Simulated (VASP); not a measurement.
# SrTiO3 (Pmm2) in VASP: a series of runs

SrTiO3 is run at these levels: PBE; tasks: single point.

Everything below comes from runs of VASP 6.6.1. Logs are shortened: lines on timing, memory, paths and dates and some standing lists are left out, and cuts for length are marked.

**1. The cell of the first run**

The structure is orthorhombic, space group Pmm2 (No. 25). Conventional cell: a = 3.844 Å, b = 4.120 Å, c = 3.844 Å, α = 90.00°, β = 90.00°, γ = 90.00°. Sr (site symmetry mm2) has 12 O at 2.71 to 2.83 Å and 8 Ti at 3.41 to 3.42 Å within 3.6 Å. Ti (site symmetry mm2) has 6 O at 1.89 to 2.06 Å within 2.5 Å. O (site symmetry mm2) has 2 Ti at 1.89 to 1.95 Å within 2.5 Å. O (site symmetry mm2) has 2 Ti at 1.92 Å within 2.5 Å. Within 2.7 Å of O (site symmetry mm2) lie 2 Ti at 2.06 Å.

**2. Single point, PBE (mode 1 frozen in at -0.019 Å, strain +e along z and -e/2 along x and y +0.0467)**

Input file INCAR:

```
SYSTEM = SrTiO3
ALGO = Normal ; EDIFF = 1E-6
ENCUT = 520 ; GGA = PE
ISIF = 2 ; ISMEAR = 0
LASPH = .True. ; LCHARG = .False.
LREAL = .False. ; LWAVE = .False.
NBANDS = 28 ; NELM = 100
PREC = Accurate ; SIGMA = 0.05
```

Input file KPOINTS:

```
k-points
0
Gamma
  8 8 8
  0 0 0
```

Input file POSCAR:

```
SrTiO3
1.0
    3.8444942777      0.0000000000      0.0000000000
    0.0000000000      3.8444942777      0.0000000000
    0.0000000000      0.0000000000      4.1202397589
Sr Ti O
1 1 3
Direct
    0.0006835254      0.0000000000      0.0000000000
    0.5032269229      0.5000000000      0.5000000000
   -0.0048775414      0.5000000000      0.5000000000
    0.4957398015      0.0000000000      0.5000000000
    0.4957398015      0.5000000000      0.0000000000
```

Potentials or basis: VASP PAW PBE potentials, release 64 (Sr_sv, Ti_sv, O).

Launch:

```bash
cat potpaw_PBE.64/Sr_sv/POTCAR potpaw_PBE.64/Ti_sv/POTCAR potpaw_PBE.64/O/POTCAR > POTCAR
mpirun -np 1 vasp_std > vasp.out
```

OUTCAR:

```text
SYSTEM = SrTiO3
   EDIFF = 1E-6
   ENCUT = 520
   GGA = PE
   ISIF = 2
   ISMEAR = 0
   LASPH = .True.
   LREAL = .False.
   NELM = 100
   PREC = Accurate

 ion  position               nearest neighbor table
   1  0.001  0.000  0.000-   5 2.71   5 2.71   5 2.73   5 2.73   4 2.80   4 2.80   3 2.82   3 2.82
                             3 2.82   3 2.82   4 2.83   4 2.83   2 3.41   2 3.41   2 3.41   2 3.41
   2  0.503  0.500  0.500-   3 1.89   4 1.92   4 1.92   3 1.95   5 2.06   5 2.06   1 3.41   1 3.41
                             1 3.41   1 3.41   1 3.42   1 3.42   1 3.42   1 3.42
   3  0.995  0.500  0.500-   2 1.89   2 1.95   1 2.82   1 2.82   1 2.82   1 2.82
   4  0.496  0.000  0.500-   2 1.92   2 1.92   1 2.80   1 2.80   1 2.83   1 2.83
   5  0.496  0.500  0.000-   2 2.06   2 2.06   1 2.71   1 2.71   1 2.73   1 2.73

  LATTYP: Found a simple tetragonal cell.
 ALAT       =     3.8444942777
 C/A-ratio  =     1.0717247735

  Lattice vectors:

 A1 = (   3.8444942777,   0.0000000000,   0.0000000000)
 A2 = (   0.0000000000,   3.8444942777,   0.0000000000)
 A3 = (   0.0000000000,   0.0000000000,   4.1202397589)

Analysis of symmetry for initial positions (statically):
=====================================================================
 Subroutine PRICEL returns:
 Original cell was already a primitive cell.

 Routine SETGRP: Setting up the symmetry group for a
 simple tetragonal supercell.

 Subroutine GETGRP returns: Found  4 space group operations
 (whereof  4 operations were pure point group operations)
 out of a pool of 16 trial point group operations.

The static configuration has the point symmetry C_2v.

Analysis of symmetry for dynamics (positions and initial velocities):
=====================================================================
 Subroutine PRICEL returns:
 Original cell was already a primitive cell.

 Routine SETGRP: Setting up the symmetry group for a
 simple tetragonal supercell.

 Subroutine GETGRP returns: Found  4 space group operations
 (whereof  4 operations were pure point group operations)
 out of a pool of 16 trial point group operations.

The dynamic configuration has the point symmetry C_2v.

 Subroutine INISYM returns: Found  4 space group operations
 (whereof  4 operations are pure point group operations),
 and found     1 'primitive' translations

----------------------------------------------------------------------------------------

                                     Primitive cell

  volume of cell :      60.8977

  direct lattice vectors                    reciprocal lattice vectors
     3.844494278  0.000000000  0.000000000     0.260112235  0.000000000  0.000000000
     0.000000000  3.844494278  0.000000000     0.000000000  0.260112235  0.000000000
     0.000000000  0.000000000  4.120239759     0.000000000  0.000000000  0.242704323

  length of vectors
     3.844494278  3.844494278  4.120239759     0.260112235  0.260112235  0.242704323

  position of ions in fractional coordinates (direct lattice)
     0.000683525  0.000000000  0.000000000
     0.503226923  0.500000000  0.500000000
     0.995122459  0.500000000  0.500000000
     0.495739802  0.000000000  0.500000000
     0.495739802  0.500000000  0.000000000

  ion indices of the primitive-cell ions
   primitive index   ion index
                 1           1
                 2           2
                 3           3
                 4           4
                 5           5

----------------------------------------------------------------------------------------

 KPOINTS: k-points

Automatic generation of k-mesh.
 Grid dimensions read from file:
 generate k-points for:    8    8    8

 Generating k-lattice:

  Cartesian coordinates                     Fractional coordinates (reciprocal lattice)
     0.032514029  0.000000000  0.000000000     0.125000000  0.000000000  0.000000000
     0.000000000  0.032514029  0.000000000     0.000000000  0.125000000  0.000000000
     0.000000000  0.000000000  0.030338040     0.000000000  0.000000000  0.125000000

  Length of vectors
     0.032514029  0.032514029  0.030338040

  Shift w.r.t. Gamma in fractional coordinates (k-lattice)
     0.000000000  0.000000000  0.000000000

 Subroutine IBZKPT returns following result:
 ===========================================

 Found    125 irreducible k-points:

 Following reciprocal coordinates:
            Coordinates               Weight
  0.000000  0.000000  0.000000      1.000000
  0.125000  0.000000  0.000000      2.000000
  0.000000  0.125000  0.000000      2.000000
  0.250000  0.000000  0.000000      2.000000
  0.000000  0.250000  0.000000      2.000000
  0.375000  0.000000  0.000000      2.000000
[... 16 lines left out ...]
  0.500000  0.375000  0.000000      2.000000
 -0.375000  0.500000  0.000000      2.000000
 [... further k-points ...]
   k-points           NKPTS =    125   k-points in BZ     NKDIM =    125   number of bands    NBANDS=     28
   number of dos      NEDOS =    301   number of ions     NIONS =      5
   total plane-waves  NPLWV =  28800
   dimension x,y,z NGX =    30 NGY =   30 NGZ =   32
   dimension x,y,z NGXF=    60 NGYF=   60 NGZF=   64
   ions per type =               1   1   3
   NGX,Y,Z   is equivalent  to a cutoff of  12.97, 12.97, 12.91 a.u.
   NGXF,Y,Z  is equivalent  to a cutoff of  25.95, 25.95, 25.82 a.u.
 SYSTEM =  SrTiO3
   PREC   = accura    normal or accurate (medium, high low for compatibility)
   ISTART =      0    job   : 0-new  1-cont  2-samecut
   ICHARG =      2    charge: 1-file 2-atom 10-const
   ISPIN  =      1    spin polarized calculation?
   LNONCOLLINEAR =      F non collinear calculations
   LSORBIT =      F    spin-orbit coupling
   LASPH  =      T    aspherical Exc in radial PAW
   ENCUT  =  520.0 eV  38.22 Ry    6.18 a.u.   7.15  7.15  7.66*2*pi/ulx,y,z
   NELM   =    100;   NELMIN=  2; NELMDL= -5     # of ELM steps
   EDIFF  = 0.1E-05   stopping-criterion for ELM
   LREAL  =      F    real-space projection
   EDIFFG = 0.1E-04   stopping-criterion for IOM
   NSW    =      0    number of steps for IOM
   IBRION =     -1    ionic relax: 0-MD 1-quasi-New 2-CG
   NFREE  =      0    steps in history (QN), initial steepest desc. (CG)
   ISIF   =      2    stress and relaxation
   ISYM   =      2    0-nonsym 1-usesym 2-fastsym
   POTIM  = 0.5000    time-step for ionic-motion
   TEBEG  =    0.0;   TEEND  =   0.0 temperature during run
   PSTRESS=    0.0 pullay stress
   NELECT =      40.0000    total number of electrons
   NUPDOWN=      -1.0000    fix difference up-down
   EMIN   =  10.00;   EMAX   =-10.00  energy-range for DOS
   EFERMI =   0.00;   METHOD = LEGACY
   ISMEAR =     0;   SIGMA  =   0.05  broadening in eV -4-tet -1-fermi 0-gaus
   EFERMI_NEDOS =   21; number of points for ismear=-14 and -15
   IALGO  =     38    algorithm
   IMIX   =      4    mixing-type and parameters
     AMIX     =   0.40;   BMIX     =  1.00
     AMIX_MAG =   1.60;   BMIX_MAG =  1.00
  volume/ion in A,a.u.               =      12.18        82.19
  Fermi-wavevector in a.u.,A,eV,Ry     =   1.423075  2.689222 27.553744  2.025143
  Thomas-Fermi vector in A             =   2.543711
   LORBIT       =      0    0 simple, 1 ext, 2 COOP (PROOUT), +10 PAW based schemes
   GGA     = PE    functional components
   LHFCALC =     F    Hartree Fock is set to
   AEXX    =    0.0000 exact exchange contribution
   IVDW    =     0    specifies the selected vdW correction
   LEPSILON=     F    determine dielectric tensor
   LRPA    =     F    only Hartree local field effects (RPA)
 non-spin polarized calculation
 Gauss-broadening in eV      SIGMA  =   0.05
  energy-cutoff  :      520.00
  volume of cell :       60.90
 maximum number of plane-waves:      1656
 NGX is ok and might be reduce to    30
   NGX = 15   NGY = 15   NGZ = 15

 number of electron      40.0000020 magnetization

 Free energy of the ion-electron system (eV)
  ---------------------------------------------------
  ext. energy  EPLUGINS =         0.00000000
  ---------------------------------------------------
  free energy    TOTEN  =       -39.97567627 eV

  energy without entropy =      -39.97567627  energy(sigma->0) =      -39.97567627

 E-fermi :   4.3157     XC(G=0): -11.1492

 val. band max:        4.0852963068   @ k =   0.5000   0.5000   0.5000
 cond. band min:       5.7778389622   @ k =   0.0000   0.0000   0.0000
 fundamental gap:      1.6925426554
 Fermi energy:         4.3157397682

 k-point     1 :       0.0000    0.0000    0.0000
  band No.  band energies     occupation
      1     -52.5470      2.00000
      2     -28.8715      2.00000
      3     -28.8002      2.00000
      4     -28.7965      2.00000
      5     -28.7654      2.00000
      6     -13.4352      2.00000
[... 20 lines left out ...]
     27       9.6699      0.00000
     28      10.0728      0.00000

 k-point     2 :       0.1250    0.0000    0.0000
  band No.  band energies     occupation
      1     -52.5467      2.00000
      2     -28.8877      2.00000
      3     -28.7960      2.00000
      4     -28.7928      2.00000
      5     -28.7649      2.00000
      6     -13.4105      2.00000
[... 20 lines left out ...]
     27       9.9623      0.00000
     28      10.4563      0.00000

 k-point     3 :       0.0000    0.1250    0.0000
  band No.  band energies     occupation
      1     -52.5467      2.00000
      2     -28.8869      2.00000
      3     -28.7999      2.00000
      4     -28.7897      2.00000
      5     -28.7649      2.00000
      6     -13.4119      2.00000
[... 20 lines left out ...]
     27       9.9620      0.00000
     28      10.4550      0.00000

 k-point     4 :       0.2500    0.0000    0.0000
  band No.  band energies     occupation
      1     -52.5460      2.00000
      2     -28.9224      2.00000
      3     -28.7948      2.00000
      4     -28.7789      2.00000
      5     -28.7637      2.00000
      6     -13.4193      2.00000
[... 578 lines left out ...]
     27      12.4013      0.00000
     28      12.8325      0.00000

 k-point    23 :       0.5000    0.3750    0.0000
  band No.  band energies     occupation
      1     -52.5434      2.00000
      2     -28.9025      2.00000
      3     -28.8663      2.00000
      4     -28.8068      2.00000
      5     -28.7589      2.00000
      6     -12.8112      2.00000
[... 20 lines left out ...]
     27      12.4387      0.00000
     28      12.8799      0.00000

 k-point    24 :      -0.3750    0.5000    0.0000
  band No.  band energies     occupation
      1     -52.5434      2.00000
      2     -28.8994      2.00000
      3     -28.8702      2.00000
      4     -28.8060      2.00000
      5     -28.7589      2.00000
      6     -12.8147      2.00000
[... 20 lines left out ...]
     27      12.4344      0.00000
     28      12.8868      0.00000

 [... further k-points ...]
[... 5 lines left out ...]
  --------------------------------------------------------------------------------------
  -------------------------------------------------------------------------------------
  Total        2.6756485      2.5976681     -2.7227694      0.0000000      0.0000000      0.0000000
  in kB       70.3944977     68.3428869    -71.6342160      0.0000000      0.0000000      0.0000000
  external PRESSURE =      22.3677229 kB  Pullay stress =       0.0000000 kB

 VOLUME and BASIS-vectors are now :
 -----------------------------------------------------------------------------
  energy-cutoff  :      520.00
  volume of cell :       60.90
      direct lattice vectors                 reciprocal lattice vectors
     3.844494278  0.000000000  0.000000000     0.260112235  0.000000000  0.000000000
     0.000000000  3.844494278  0.000000000     0.000000000  0.260112235  0.000000000
     0.000000000  0.000000000  4.120239759     0.000000000  0.000000000  0.242704323

 POSITION                                       TOTAL-FORCE (eV/Angst)
 -----------------------------------------------------------------------------------
      0.00263      0.00000      0.00000         0.006953      0.000000      0.000000
      1.93465      1.92225      2.06012        -0.063284      0.000000      0.000000
      3.82574      1.92225      2.06012         0.093952      0.000000      0.000000
      1.90587      0.00000      2.06012        -0.050536      0.000000      0.000000
      1.90587      1.92225      0.00000         0.012915      0.000000      0.000000
 -----------------------------------------------------------------------------------
    total drift:                                0.000340     -0.000000     -0.000000

  FREE ENERGIE OF THE ION-ELECTRON SYSTEM (eV)
  ---------------------------------------------------
  free  energy   TOTEN  =       -39.9756762734 eV

  energy  without entropy=      -39.9756762734  energy(sigma->0) =      -39.97567627
```

Wall time 3.3 min (1 thread of Intel Xeon Platinum 8259CL at 2.50GHz (Skylake/Cascade Lake), shared host); peak memory 0.33 GiB.

Results:

```yaml
Free_energy: -39.9757 eV
Pressure: 2.2 GPa
Largest_force: 0.094 eV/Å
Band_gap_on_the_k_mesh: 1.69 eV, indirect (least direct gap 2.15 eV)
```

Forces on the atoms (eV/Å):
```
Sr   0.007  0.000  0.000
Ti  -0.063  0.000  0.000
O    0.094  0.000  0.000
O   -0.051  0.000  0.000
O    0.013  0.000  0.000
```

Caveat: the cell differs from its parent crystal (mode 1 frozen in at -0.019 Å, strain +e along z and -e/2 along x and y +0.0467). A k mesh can miss the band edges.

(Continued in part 2 of 3.)
